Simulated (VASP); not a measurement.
# Li6Sn (Im-3m) in VASP: further runs, part 2 of 2

VASP 6.6.1. Earlier steps stand in the parts before.

**4. Relaxation of cell and atoms, PBE**

The input, INCAR:

```
PREC = Accurate
ENCUT = 600
EDIFF = 1E-7
ISMEAR = 0
SIGMA = 0.1
LREAL = F
LASPH = T
NELM = 60
ALGO = Normal
ISIF = 3
LWAVE = F
LCHARG = F
GGA = PE
IBRION = 2
NSW = 90
EDIFFG = -0.04
```

The input, KPOINTS:

```
Automatic mesh
0
Gamma
  4 4 4
```

The input, POSCAR:

```
Li6Sn
1.0
   -3.0064578000      3.0064578000      3.0064578000
    3.0064578000     -3.0064578000      3.0064578000
    3.0064578000      3.0064578000     -3.0064578000
Li Sn
6 1
Direct
    0.5000000000      0.7500000000      0.2500000000
    0.5000000000      0.2500000000      0.7500000000
    0.2500000000      0.5000000000      0.7500000000
    0.7500000000      0.5000000000      0.2500000000
    0.7500000000      0.2500000000      0.5000000000
    0.2500000000      0.7500000000      0.5000000000
    0.0000000000      0.0000000000      0.0000000000
```

Potentials or basis: VASP PAW PBE potentials, release 64 (Li_sv, Sn_d).

Command:

```
> cat potpaw_PBE.64/Li_sv/POTCAR potpaw_PBE.64/Sn_d/POTCAR > POTCAR
> mpirun -np 1 vasp_std > vasp.out
```

OUTCAR:

```text
PREC = Accurate
   ENCUT = 600
   EDIFF = 1E-7
   ISMEAR = 0
   LREAL = F
   LASPH = T
   NELM = 60
   ISIF = 3
   GGA = PE
   IBRION = 2
   NSW = 90
   EDIFFG = -0.04

 ion  position               nearest neighbor table
   1  0.500  0.750  0.250-   4 2.13   5 2.13   6 2.13   3 2.13
   2  0.500  0.250  0.750-   3 2.13   4 2.13   5 2.13   6 2.13
   3  0.250  0.500  0.750-   1 2.13   2 2.13   6 2.13   5 2.13
   4  0.750  0.500  0.250-   1 2.13   5 2.13   6 2.13   2 2.13
   5  0.750  0.250  0.500-   2 2.13   3 2.13   4 2.13   1 2.13
   6  0.250  0.750  0.500-   1 2.13   2 2.13   3 2.13   4 2.13
   7  0.000  0.000  0.000-

  LATTYP: Found a body centered cubic cell.
 ALAT       =     6.0129156000

  Lattice vectors:

 A1 = (  -3.0064578000,   3.0064578000,   3.0064578000)
 A2 = (   3.0064578000,  -3.0064578000,   3.0064578000)
 A3 = (   3.0064578000,   3.0064578000,  -3.0064578000)

[... 215 lines left out ...]
 cond. band min:       3.3501887552   @ k =  -0.2500   0.2500   0.2500
 fundamental gap:      0.0386113544
 Fermi energy:         3.3486653011

 k-point     1 :       0.0000    0.0000    0.0000
  band No.  band energies     occupation
      1     -44.3095      2.00000
      2     -44.1598      2.00000
      3     -44.1598      2.00000
      4     -44.1598      2.00000
      5     -44.0925      2.00000
      6     -44.0925      2.00000
[... 213 lines left out ...]
--------------------------------------- Ionic step        3  -------------------------------------------

 number of electron      32.0000045 magnetization

 Free energy of the ion-electron system (eV)
  ---------------------------------------------------
  ext. energy  EPLUGINS =         0.00000000
  ---------------------------------------------------
  free energy    TOTEN  =       -12.48866537 eV

  energy without entropy =      -12.47142525  energy(sigma->0) =      -12.48004531

 E-fermi :   1.8511     XC(G=0):  -7.5252

 val. band max:        1.8470458893   @ k =  -0.2500   0.2500   0.2500
 cond. band min:       1.9331490158   @ k =   0.0000   0.0000   0.0000
 fundamental gap:      0.0861031265
 Fermi energy:         1.8510911671

 k-point     1 :       0.0000    0.0000    0.0000
  band No.  band energies     occupation
      1     -45.5829      2.00000
      2     -45.5095      2.00000
      3     -45.5095      2.00000
      4     -45.5095      2.00000
      5     -45.4756      2.00000
      6     -45.4756      2.00000
[... 207 lines left out ...]
  FREE ENERGIE OF THE ION-ELECTRON SYSTEM (eV)
  ---------------------------------------------------
  free  energy   TOTEN  =       -12.4886653662 eV

  energy  without entropy=      -12.4714252458  energy(sigma->0) =      -12.48004531

 reached required accuracy - stopping structural energy minimisation
```

CONTCAR:

```text
Li6Sn
   1.00000000000000
    -3.3858296608996437    3.3858296608996437    3.3858296608996437
     3.3858296608996437   -3.3858296608996437    3.3858296608996437
     3.3858296608996437    3.3858296608996437   -3.3858296608996437
  Li              Sn
     6     1
Direct
     0.5000000000000000    0.7500000000000000    0.2500000000000000
     0.5000000000000000    0.2500000000000000    0.7500000000000000
     0.2500000000000000    0.5000000000000000    0.7500000000000000
     0.7500000000000000    0.5000000000000000    0.2500000000000000
     0.7500000000000000    0.2500000000000000    0.5000000000000000
     0.2500000000000000    0.7500000000000000    0.5000000000000000
     0.0000000000000000    0.0000000000000000    0.0000000000000000

  0.00000000E+00  0.00000000E+00  0.00000000E+00
  0.00000000E+00  0.00000000E+00  0.00000000E+00
  0.00000000E+00  0.00000000E+00  0.00000000E+00
  0.00000000E+00  0.00000000E+00  0.00000000E+00
  0.00000000E+00  0.00000000E+00  0.00000000E+00
  0.00000000E+00  0.00000000E+00  0.00000000E+00
  0.00000000E+00  0.00000000E+00  0.00000000E+00
```

It took 64 s on 1 thread of Intel Xeon Platinum 8488C (Sapphire Rapids), shared host; peak memory 0.26 GiB.

Results:

| Item | Value |
| --- | --- |
| Free energy | -12.4887 eV |
| Relaxed volume | 22.18 Å³/atom |
| Relaxed cell | a = 5.864 Å, b = 5.864 Å, c = 5.864 Å, α = 109.47°, β = 109.47°, γ = 109.47° |
| Space group after relaxing (to 0.05 Å) | Im-3m (No. 229) |
| Energy gained by relaxing | 152.5 meV/atom |
| Ionic steps | 3 |
| Pressure after relaxing | 0.0 GPa |
| Band gap on the k mesh | zero (band 16 reaches 2.75 eV, above the bottom of band 17 at 0.88 eV) |

Step by step:
```csv
step,energy change (eV),largest force (eV/Å),pressure (GPa),volume (Å³)
1,0.0000,0.0000,8.64,108.70
2,-0.5861,0.0000,5.22,122.42
3,-1.0673,0.0000,-0.04,155.26
```

Final structure:
```cif
data_structure
_symmetry_space_group_name_H-M 'P 1'
_symmetry_Int_Tables_number 1
_cell_length_a 5.8644
_cell_length_b 5.8644
_cell_length_c 5.8644
_cell_angle_alpha 109.471
_cell_angle_beta 109.471
_cell_angle_gamma 109.471
_cell_volume 155.26
loop_
_atom_site_label
_atom_site_type_symbol
_atom_site_fract_x
_atom_site_fract_y
_atom_site_fract_z
_atom_site_occupancy
Li1 Li 0.50000 0.75000 0.25000 1
Li2 Li 0.50000 0.25000 0.75000 1
Li3 Li 0.25000 0.50000 0.75000 1
Li4 Li 0.75000 0.50000 0.25000 1
Li5 Li 0.75000 0.25000 0.50000 1
Li6 Li 0.25000 0.75000 0.50000 1
Sn1 Sn 0.00000 0.00000 0.00000 1
```

Caveat: the k points lie up to 0.33 Å⁻¹ apart in the final cell; the cutoff is under 1.25 times the usual one of these potentials, so pressure, stress and relaxed cells hold a basis-set (Pulay) error; the volume moved by over 15 % at a fixed basis, so the end points are rough; spin-orbit coupling is left out, which moves the levels of the heavy elements.

**5. Summary**

```tsv
task	cell	cutoff (eV)	gap on the mesh (eV)
single point	a = 5.207 Å, angles 109.5°, 7 atoms	520	none
single point	a = 5.893 Å, angles 109.5°, 7 atoms	520	none
relaxation of cell and atoms	relaxed from a = 5.207 Å, angles 109.5°, 7 atoms	600	none
```

Alike in all rows: level PBE; potentials or basis VASP PAW PBE potentials, release 64 (Li_sv, Sn_d); no spin polarisation; k mesh 4 × 4 × 4; smearing gaussian 0.1 eV.

Caveats: some runs use coarse meshes; the cutoff is under 1.25 times the usual one of these potentials, so pressure, stress and relaxed cells hold a basis-set (Pulay) error; spin-orbit coupling is left out, which moves the levels of the heavy elements; the volume moved by over 15 % at a fixed basis, so the end points are rough (some runs).

Absolute energies hang on the potentials; compare differences alone.
